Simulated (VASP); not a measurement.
Input of a VASP 6.6.1 run:

Contents of INCAR:

```
SYSTEM = Ti
ALGO = Normal
EDIFF = 1E-6
ENCUT = 520
GGA = PE
ISIF = 2
ISMEAR = -5
LASPH = .True.
LCHARG = .False.
LREAL = .False.
LWAVE = .False.
NBANDS = 19
NELM = 60
PREC = Accurate
SIGMA = 0.1
```

The input KPOINTS:

```
k-points
0
Gamma
  13 13 7
  0 0 0
```

The input POSCAR:

```
Ti
1.0
    2.9499978604      0.0000000000      0.0000000000
   -1.4749989302      2.5547730882      0.0000000000
    0.0000000000      0.0000000000      4.6860000000
Ti
2
Direct
    0.3333333333      0.6666666667      0.2500000000
    0.6666666667      0.3333333333      0.7500000000
```

Potentials or basis: VASP PAW PBE potentials, release 64 (Ti_sv).

Launch:

```bash
$ cat potpaw_PBE.64/Ti_sv/POTCAR > POTCAR
$ mpirun -np 1 vasp_std > vasp.out
```

**Question.** What does it give for the pressure?

**Answer.** -1.9 GPa.

**Question.** Predict the band gap on the k mesh.

**Answer.** Zero (bands 12 and 13 overlap by 1.09 eV).

Stress tensor (GPa, compression positive):
```
-1.85  0.00  0.00
 0.00 -1.85  0.00
 0.00  0.00 -2.10
```

Caveat: tetrahedron occupations give inexact forces and stress in metals.
